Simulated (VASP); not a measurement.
# SnO2 (Cmm2) in VASP: notebook, part 2 of 2

VASP 6.6.1. The steps go on from the part before.

## (3) Single point, PBE (atom 1 (Sn) moved +0.075 Å towards its neighbour atom 1 (Sn) at 3.238 Å)

The input, INCAR:

```
ALGO     = Normal         # electronic algorithm
EDIFF    = 1E-6           # SCF threshold, eV
ENCUT    = 520            # plane-wave cutoff, eV
GGA      = PE             # functional
ISIF     = 2              # what is computed and relaxed
ISMEAR   = 0              # smearing method
LASPH    = T              # aspherical terms in the spheres
LCHARG   = F              # write CHGCAR
LREAL    = F              # projectors in reciprocal space
LWAVE    = F              # write WAVECAR
NBANDS   = 35             # bands
NELM     = 80             # most SCF steps
PREC     = Accurate       # precision mode
SIGMA    = 0.05           # smearing width, eV
```

The input, KPOINTS:

```
k-points
0
Gamma
  6 6 8
```

The input, POSCAR:

```
SnO2
1.0
    4.8277049966      0.0000000000      0.0000000000
    0.0000000000      4.8277049966      0.0000000000
    0.0000000000      0.0000000000      3.2379909407
Sn O
2 4
Direct
    0.0000000000      0.0000000000     -0.0231625108
    0.5000000000      0.5000000000      0.5000000000
    0.3066050867      0.3066050867      0.0000000000
    0.1933949133      0.8066050867      0.5000000000
    0.6933949133      0.6933949133      0.0000000000
    0.8066050867      0.1933949133      0.5000000000
```

Potentials or basis: VASP PAW PBE potentials, release 64 (Sn_d, O).

Run with:

```
> cat potpaw_PBE.64/Sn_d/POTCAR potpaw_PBE.64/O/POTCAR > POTCAR
> mpirun -np 1 vasp_std > vasp.out
```

OUTCAR:

```text
EDIFF = 1E-6
   ENCUT = 520
   GGA = PE
   ISIF = 2
   ISMEAR = 0
   LASPH = T
   LREAL = F
   NELM = 80
   PREC = Accurate

 ion  position               nearest neighbor table
   1  0.000  0.000  0.977-   4 2.03   6 2.03   5 2.09   3 2.09   4 2.15   6 2.15   2 3.75   2 3.75
                             2 3.75   2 3.75
   2  0.500  0.500  0.500-   3 2.09   5 2.09   3 2.09   5 2.09   4 2.09   6 2.09   1 3.75   1 3.75
                             1 3.75   1 3.75
   3  0.307  0.307  0.000-   2 2.09   2 2.09   1 2.09
   4  0.193  0.807  0.500-   1 2.03   2 2.09   1 2.15
   5  0.693  0.693  0.000-   2 2.09   2 2.09   1 2.09
   6  0.807  0.193  0.500-   1 2.03   2 2.09   1 2.15

  LATTYP: Found a simple tetragonal cell.
 ALAT       =     4.8277049966
 C/A-ratio  =     0.6707101911

  Lattice vectors:

 A1 = (   4.8277049966,   0.0000000000,   0.0000000000)
 A2 = (   0.0000000000,   4.8277049966,   0.0000000000)
 A3 = (   0.0000000000,   0.0000000000,   3.2379909407)

Analysis of symmetry for initial positions (statically):
=====================================================================
 Subroutine PRICEL returns:
 Original cell was already a primitive cell.

 Routine SETGRP: Setting up the symmetry group for a
 simple tetragonal supercell.

 Subroutine GETGRP returns: Found  4 space group operations
 (whereof  4 operations were pure point group operations)
 out of a pool of 16 trial point group operations.

The static configuration has the point symmetry C_2v.

Analysis of symmetry for dynamics (positions and initial velocities):
=====================================================================
 Subroutine PRICEL returns:
 Original cell was already a primitive cell.

 Routine SETGRP: Setting up the symmetry group for a
 simple tetragonal supercell.

 Subroutine GETGRP returns: Found  4 space group operations
 (whereof  4 operations were pure point group operations)
 out of a pool of 16 trial point group operations.

The dynamic configuration has the point symmetry C_2v.

 Subroutine INISYM returns: Found  4 space group operations
 (whereof  4 operations are pure point group operations),
 and found     1 'primitive' translations

----------------------------------------------------------------------------------------

                                     Primitive cell

  volume of cell :      75.4670

  direct lattice vectors                    reciprocal lattice vectors
     4.827704997  0.000000000  0.000000000     0.207137760  0.000000000  0.000000000
     0.000000000  4.827704997  0.000000000     0.000000000  0.207137760  0.000000000
     0.000000000  0.000000000  3.237990941     0.000000000  0.000000000  0.308833477

  length of vectors
     4.827704997  4.827704997  3.237990941     0.207137760  0.207137760  0.308833477

  position of ions in fractional coordinates (direct lattice)
     0.000000000  0.000000000  0.976837489
     0.500000000  0.500000000  0.500000000
     0.306605087  0.306605087  0.000000000
     0.193394913  0.806605087  0.500000000
     0.693394913  0.693394913  0.000000000
     0.806605087  0.193394913  0.500000000

  ion indices of the primitive-cell ions
   primitive index   ion index
                 1           1
                 2           2
                 3           3
                 4           4
                 5           5
                 6           6
[... 23 lines left out ...]
 ===========================================

 Found     65 irreducible k-points:

 Following reciprocal coordinates:
            Coordinates               Weight
  0.000000  0.000000  0.000000      1.000000
  0.166667  0.000000  0.000000      4.000000
  0.333333  0.000000  0.000000      4.000000
  0.500000  0.000000  0.000000      2.000000
  0.166667  0.166667  0.000000      2.000000
 -0.166667  0.166667  0.000000      2.000000
[... 16 lines left out ...]
  0.333333  0.333333  0.125000      4.000000
 -0.333333  0.333333  0.125000      4.000000
 [... further k-points ...]
   k-points           NKPTS =     65   k-points in BZ     NKDIM =     65   number of bands    NBANDS=     35
   number of dos      NEDOS =    301   number of ions     NIONS =      6
   total plane-waves  NPLWV =  31104
   dimension x,y,z NGX =    36 NGY =   36 NGZ =   24
   dimension x,y,z NGXF=    72 NGYF=   72 NGZF=   48
   ions per type =               2   4
   NGX,Y,Z   is equivalent  to a cutoff of  12.40, 12.40, 12.32 a.u.
   NGXF,Y,Z  is equivalent  to a cutoff of  24.79, 24.79, 24.64 a.u.
 SYSTEM =  unknown system
   PREC   = accura    normal or accurate (medium, high low for compatibility)
   ISTART =      0    job   : 0-new  1-cont  2-samecut
   ICHARG =      2    charge: 1-file 2-atom 10-const
   ISPIN  =      1    spin polarized calculation?
   LNONCOLLINEAR =      F non collinear calculations
   LSORBIT =      F    spin-orbit coupling
   LASPH  =      T    aspherical Exc in radial PAW
   ENCUT  =  520.0 eV  38.22 Ry    6.18 a.u.   8.98  8.98  6.02*2*pi/ulx,y,z
   NELM   =     80;   NELMIN=  2; NELMDL= -5     # of ELM steps
   EDIFF  = 0.1E-05   stopping-criterion for ELM
   LREAL  =      F    real-space projection
   EDIFFG = 0.1E-04   stopping-criterion for IOM
   NSW    =      0    number of steps for IOM
   IBRION =     -1    ionic relax: 0-MD 1-quasi-New 2-CG
   NFREE  =      0    steps in history (QN), initial steepest desc. (CG)
   ISIF   =      2    stress and relaxation
   ISYM   =      2    0-nonsym 1-usesym 2-fastsym
   POTIM  = 0.5000    time-step for ionic-motion
   TEBEG  =    0.0;   TEEND  =   0.0 temperature during run
   PSTRESS=    0.0 pullay stress
   NELECT =      52.0000    total number of electrons
   NUPDOWN=      -1.0000    fix difference up-down
   EMIN   =  10.00;   EMAX   =-10.00  energy-range for DOS
   EFERMI =   0.00;   METHOD = LEGACY
   ISMEAR =     0;   SIGMA  =   0.05  broadening in eV -4-tet -1-fermi 0-gaus
   EFERMI_NEDOS =   21; number of points for ismear=-14 and -15
   IALGO  =     38    algorithm
   IMIX   =      4    mixing-type and parameters
     AMIX     =   0.40;   BMIX     =  1.00
     AMIX_MAG =   1.60;   BMIX_MAG =  1.00
  volume/ion in A,a.u.               =      12.58        84.88
  Fermi-wavevector in a.u.,A,eV,Ry     =   1.445962  2.732472 28.447149  2.090806
  Thomas-Fermi vector in A             =   2.564085
   LORBIT       =      0    0 simple, 1 ext, 2 COOP (PROOUT), +10 PAW based schemes
   GGA     = PE    functional components
   LHFCALC =     F    Hartree Fock is set to
   AEXX    =    0.0000 exact exchange contribution
   IVDW    =     0    specifies the selected vdW correction
   LEPSILON=     F    determine dielectric tensor
   LRPA    =     F    only Hartree local field effects (RPA)
 non-spin polarized calculation
 Gauss-broadening in eV      SIGMA  =   0.05
  energy-cutoff  :      520.00
  volume of cell :       75.47
 maximum number of plane-waves:      2068
   NGX = 17   NGY = 17   NGZ = 13

 number of electron      52.0000001 magnetization

 Free energy of the ion-electron system (eV)
  ---------------------------------------------------
  ext. energy  EPLUGINS =         0.00000000
  ---------------------------------------------------
  free energy    TOTEN  =       -37.26111927 eV

  energy without entropy =      -37.26111927  energy(sigma->0) =      -37.26111927

 E-fermi :   5.7673     XC(G=0): -10.9745

 val. band max:        5.5251238725   @ k =   0.0000   0.0000   0.0000
 cond. band min:       6.1958535078   @ k =   0.0000   0.0000   0.0000
 fundamental gap:      0.6707296353
 Fermi energy:         5.7673196467

 k-point     1 :       0.0000    0.0000    0.0000
  band No.  band energies     occupation
      1     -15.5083      2.00000
      2     -14.8431      2.00000
      3     -14.6519      2.00000
      4     -14.6469      2.00000
      5     -14.6218      2.00000
      6     -14.5514      2.00000
[... 901 lines left out ...]
     34      17.6107      0.00000
     35      17.7643      0.00000

 [... further k-points ...]
[... 5 lines left out ...]
  --------------------------------------------------------------------------------------
  -------------------------------------------------------------------------------------
  Total        0.3747467      0.3747467      0.6589706     -0.1730725      0.0000000      0.0000000
  in kB        7.9559362      7.9559362     13.9900587     -3.6743592      0.0000000      0.0000000
  external PRESSURE =       9.9673104 kB  Pullay stress =       0.0000000 kB

 VOLUME and BASIS-vectors are now :
 -----------------------------------------------------------------------------
  energy-cutoff  :      520.00
  volume of cell :       75.47
      direct lattice vectors                 reciprocal lattice vectors
     4.827704997  0.000000000  0.000000000     0.207137760  0.000000000  0.000000000
     0.000000000  4.827704997  0.000000000     0.000000000  0.207137760  0.000000000
     0.000000000  0.000000000  3.237990941     0.000000000  0.000000000  0.308833477

 POSITION                                       TOTAL-FORCE (eV/Angst)
 -----------------------------------------------------------------------------------
      0.00000      0.00000      3.16299         0.000000     -0.000000      1.338244
      2.41385      2.41385      1.61900         0.000000     -0.000000     -0.005173
      1.48020      1.48020      0.00000        -0.021940     -0.021940     -0.030614
      0.93365      3.89405      1.61900         0.097751     -0.097751     -0.635921
      3.34751      3.34751      0.00000         0.021940      0.021940     -0.030614
      3.89405      0.93365      1.61900        -0.097751      0.097751     -0.635921
 -----------------------------------------------------------------------------------
    total drift:                                0.000000      0.000000      0.000094

  FREE ENERGIE OF THE ION-ELECTRON SYSTEM (eV)
  ---------------------------------------------------
  free  energy   TOTEN  =       -37.2611192684 eV

  energy  without entropy=      -37.2611192684  energy(sigma->0) =      -37.26111927
```

Run time: 45 s. Hardware: 1 thread of Intel Xeon 6975P-C (Granite Rapids), shared host; peak memory 0.26 GiB.

What came out:

```
Free energy            : -37.2611 eV
Pressure               : 1.0 GPa
Largest force          : 1.338 eV/Å
Band gap on the k mesh : 0.67 eV, direct
```

Forces on the atoms (eV/Å):
```
Sn   0.000  0.000  1.338
Sn   0.000  0.000 -0.005
O   -0.022 -0.022 -0.031
O    0.098 -0.098 -0.636
O    0.022  0.022 -0.031
O   -0.098  0.098 -0.636
```

Stress tensor (GPa, compression positive):
```
 0.80 -0.37  0.00
-0.37  0.80  0.00
 0.00  0.00  1.40
```

Levels at points of the mesh, in eV from the valence-band top:
| k point | band 24 | band 25 | band 26 | band 27 | band 28 | band 29 |
| --- | --- | --- | --- | --- | --- | --- |
| (0.00, 0.00, 0.00) | -0.74 | -0.74 | 0.00 | 0.67 | 5.67 | 6.06 |
| (0.50, 0.00, 0.00) | -1.20 | -0.61 | -0.60 | 3.87 | 3.88 | 6.80 |
| (0.50, 0.50, 0.00) | -1.32 | -0.86 | -0.85 | 4.25 | 4.27 | 7.15 |
| (0.00, 0.00, 0.50) | -1.52 | -1.19 | -1.17 | 5.57 | 5.60 | 9.34 |
| (0.50, 0.00, 0.50) | -1.01 | -0.75 | -0.74 | 5.84 | 5.85 | 7.61 |
| (0.50, 0.50, 0.50) | -0.91 | -0.79 | -0.77 | 4.34 | 4.36 | 8.61 |

Caveat: the cell differs from its parent crystal (atom 1 (Sn) moved +0.075 Å towards its neighbour atom 1 (Sn) at 3.238 Å); spin-orbit coupling is left out, which moves the levels of the heavy elements; forces of over 1 eV/Å act on the atoms, so gaps and moduli don't describe the material at rest.

## (4) Single point, PBE (atom 1 (Sn) moved -0.050 Å towards its neighbour atom 1 (Sn) at 3.238 Å)

The input, INCAR:

```
PREC = Accurate ; ENCUT = 520
EDIFF = 1E-6 ; ISMEAR = 0
SIGMA = 0.05 ; LREAL = F
LASPH = T ; NELM = 80
ALGO = Normal ; ISIF = 2
LWAVE = F ; LCHARG = T
GGA = PE ; LELF = T
LVHAR = T ; NBANDS = 35
```

The input, KPOINTS:

```
Automatic mesh
0
Gamma
  6 6 8
```

POSCAR: that of step 3 with these lines changed.

```diff
@@ -8,3 +8,3 @@
 Direct
-    0.0000000000      0.0000000000     -0.0231625108
+    0.0000000000      0.0000000000      0.0154416738
     0.5000000000      0.5000000000      0.5000000000
```

Run with:

```
> cat potpaw_PBE.64/Sn_d/POTCAR potpaw_PBE.64/O/POTCAR > POTCAR
> mpirun -np 1 vasp_std > vasp.out
```

Run time: 46 s. Hardware: 1 thread of Intel Xeon 6975P-C (Granite Rapids), shared host; peak memory 0.27 GiB.

Results (log left out):

```
Free energy            : -37.2889 eV
Pressure               : 0.8 GPa
Largest force          : 0.886 eV/Å
Band gap on the k mesh : 0.67 eV, direct
```

Forces in eV/Å, atoms in the order of the input:
```
Sn   0.000  0.000 -0.886
Sn   0.000  0.000  0.003
O   -0.018 -0.018  0.020
O    0.051 -0.051  0.421
O    0.018  0.018  0.020
O   -0.051  0.051  0.421
```

Stress tensor (GPa, compression positive):
```
 0.64 -0.16  0.00
-0.16  0.64  0.00
 0.00  0.00  1.08
```

Levels at points of the mesh, in eV from the valence-band top:
```tsv
k point	band 22	band 23	band 24	band 25	band 26	band 27	band 28	band 29	band 30	band 31
(0.00, 0.00, 0.00)	-1.26	-1.25	-0.74	-0.74	0.00	0.67	5.68	6.06	6.08	10.11
(0.50, 0.00, 0.00)	-1.89	-1.21	-1.20	-0.61	-0.60	3.87	3.88	6.80	6.82	10.38
(0.50, 0.50, 0.00)	-1.87	-1.33	-1.32	-0.86	-0.85	4.26	4.27	7.15	7.17	10.48
(0.00, 0.00, 0.50)	-2.57	-1.53	-1.52	-1.18	-1.18	5.58	5.59	9.34	9.38	10.28
(0.50, 0.00, 0.50)	-1.66	-1.02	-1.01	-0.75	-0.75	5.84	5.85	7.61	7.61	10.58
(0.50, 0.50, 0.50)	-2.41	-0.92	-0.91	-0.78	-0.78	4.35	4.35	8.61	8.62	10.57
```

Caveat: the cell differs from its parent crystal (atom 1 (Sn) moved -0.050 Å towards its neighbour atom 1 (Sn) at 3.238 Å); spin-orbit coupling is left out, which moves the levels of the heavy elements.

## (5) Single point, PBE (atom 1 (Sn) moved +0.025 Å towards its neighbour atom 1 (Sn) at 3.238 Å)

The input, INCAR:

```
SYSTEM = SnO2
ALGO = Normal
EDIFF = 1E-6
ENCUT = 520
GGA = PE
ISIF = 2
ISMEAR = 0
LASPH = .TRUE.
LCHARG = .FALSE.
LREAL = .FALSE.
LWAVE = .FALSE.
NBANDS = 35
NELM = 100
PREC = Accurate
SIGMA = 0.05
```

The input, KPOINTS:

```
k-points
0
G
  6 6 8
  0 0 0
```

POSCAR: that of step 4 with these lines changed.

```diff
@@ -8,3 +8,3 @@
 Direct
-    0.0000000000      0.0000000000      0.0154416738
+    0.0000000000      0.0000000000     -0.0077208369
     0.5000000000      0.5000000000      0.5000000000
```

Run with:

```
> cat potpaw_PBE.64/Sn_d/POTCAR potpaw_PBE.64/O/POTCAR > POTCAR
> mpirun -np 1 vasp_std > vasp.out
```

Run time: 55 s. Hardware: 1 thread of Intel Xeon 6975P-C (Granite Rapids), shared host; peak memory 0.26 GiB.

The run converged. Its results:

* Free energy: -37.3055 eV
* Pressure: 0.7 GPa
* Largest force: 0.441 eV/Å
* Band gap on the k mesh: 0.67 eV, direct

Forces on the atoms (eV/Å):
```
Sn   0.000  0.000  0.441
Sn   0.000  0.000 -0.002
O   -0.015 -0.015 -0.010
O    0.024 -0.024 -0.210
O    0.015  0.015 -0.010
O   -0.024  0.024 -0.210
```

Stress tensor (GPa, compression positive):
```
 0.54 -0.04  0.00
-0.04  0.54  0.00
 0.00  0.00  0.89
```

Levels at points of the mesh, in eV from the valence-band top:
| k point | band 24 | band 25 | band 26 | band 27 | band 28 | band 29 |
| --- | --- | --- | --- | --- | --- | --- |
| (0.00, 0.00, 0.00) | -0.74 | -0.74 | 0.00 | 0.67 | 5.69 | 6.06 |
| (0.50, 0.00, 0.00) | -1.21 | -0.61 | -0.61 | 3.88 | 3.88 | 6.80 |
| (0.50, 0.50, 0.00) | -1.33 | -0.85 | -0.85 | 4.27 | 4.27 | 7.15 |
| (0.00, 0.00, 0.50) | -1.52 | -1.18 | -1.18 | 5.58 | 5.59 | 9.35 |
| (0.50, 0.00, 0.50) | -1.02 | -0.75 | -0.75 | 5.85 | 5.85 | 7.60 |
| (0.50, 0.50, 0.50) | -0.92 | -0.78 | -0.78 | 4.35 | 4.35 | 8.61 |

Caveat: the cell differs from its parent crystal (atom 1 (Sn) moved +0.025 Å towards its neighbour atom 1 (Sn) at 3.238 Å); spin-orbit coupling is left out, which moves the levels of the heavy elements.

## (6) Single point, PBE (atom 1 (Sn) moved +0.087 Å towards its neighbour atom 1 (Sn) at 3.238 Å)

The input, INCAR:

```
SYSTEM = SnO2
PREC     = Accurate       ! precision mode
ENCUT    = 520            ! plane-wave cutoff, eV
EDIFF    = 1E-7           ! SCF threshold, eV
ISMEAR   = 0              ! smearing method
SIGMA    = 0.05           ! smearing width, eV
LREAL    = .False.        ! projectors in reciprocal space
LASPH    = .True.         ! aspherical terms in the spheres
NELM     = 60             ! most SCF steps
ALGO     = Normal         ! electronic algorithm
ISIF     = 2              ! what is computed and relaxed
LWAVE    = .False.        ! write WAVECAR
LCHARG   = .False.        ! write CHGCAR
GGA      = PE             ! functional
NBANDS   = 35             ! bands
```

The input, KPOINTS:

```
regular mesh
0
Gamma
  6 6 8
  0 0 0
```

POSCAR: that of step 5 with these lines changed.

```diff
@@ -8,3 +8,3 @@
 Direct
-    0.0000000000      0.0000000000     -0.0077208369
+    0.0000000000      0.0000000000     -0.0270229292
     0.5000000000      0.5000000000      0.5000000000
```

Potentials or basis: VASP PAW PBE potentials, release 64 (Sn_d, O).

Run with:

```
> cat potpaw_PBE.64/Sn_d/POTCAR potpaw_PBE.64/O/POTCAR > POTCAR
> mpirun -np 1 vasp_std > vasp.out
```

Run time: 60 s. Hardware: 1 thread of Intel Xeon 6975P-C (Granite Rapids), shared host; peak memory 0.26 GiB.

It converged, with:

```
Free energy            : -37.2430 eV
Pressure               : 1.1 GPa
Largest force          : 1.568 eV/Å
Band gap on the k mesh : 0.67 eV, direct
```

Forces in eV/Å, atoms in the order of the input:
```
Sn   0.000  0.000  1.568
Sn   0.000  0.000 -0.006
O   -0.025 -0.025 -0.036
O    0.128 -0.128 -0.745
O    0.025  0.025 -0.036
O   -0.128  0.128 -0.745
```

Stress tensor (GPa, compression positive):
```
 0.91 -0.50  0.00
-0.50  0.91  0.00
 0.00  0.00  1.61
```

Levels at points of the mesh, in eV from the valence-band top:
| k point | band 22 | band 23 | band 24 | band 25 | band 26 | band 27 | band 28 | band 29 | band 30 | band 31 |
| --- | --- | --- | --- | --- | --- | --- | --- | --- | --- | --- |
| (0.00, 0.00, 0.00) | -1.26 | -1.25 | -0.73 | -0.73 | 0.00 | 0.67 | 5.66 | 6.06 | 6.11 | 10.10 |
| (0.50, 0.00, 0.00) | -1.89 | -1.21 | -1.20 | -0.61 | -0.60 | 3.87 | 3.88 | 6.80 | 6.85 | 10.36 |
| (0.50, 0.50, 0.00) | -1.86 | -1.32 | -1.32 | -0.86 | -0.84 | 4.24 | 4.28 | 7.15 | 7.19 | 10.49 |
| (0.00, 0.00, 0.50) | -2.55 | -1.53 | -1.51 | -1.19 | -1.17 | 5.57 | 5.60 | 9.33 | 9.40 | 10.24 |
| (0.50, 0.00, 0.50) | -1.65 | -1.02 | -1.01 | -0.75 | -0.74 | 5.83 | 5.85 | 7.61 | 7.62 | 10.58 |
| (0.50, 0.50, 0.50) | -2.39 | -0.92 | -0.90 | -0.79 | -0.77 | 4.34 | 4.36 | 8.61 | 8.63 | 10.57 |

Caveat: the cell differs from its parent crystal (atom 1 (Sn) moved +0.087 Å towards its neighbour atom 1 (Sn) at 3.238 Å); spin-orbit coupling is left out, which moves the levels of the heavy elements; forces of over 1 eV/Å act on the atoms, so gaps and moduli don't describe the material at rest.
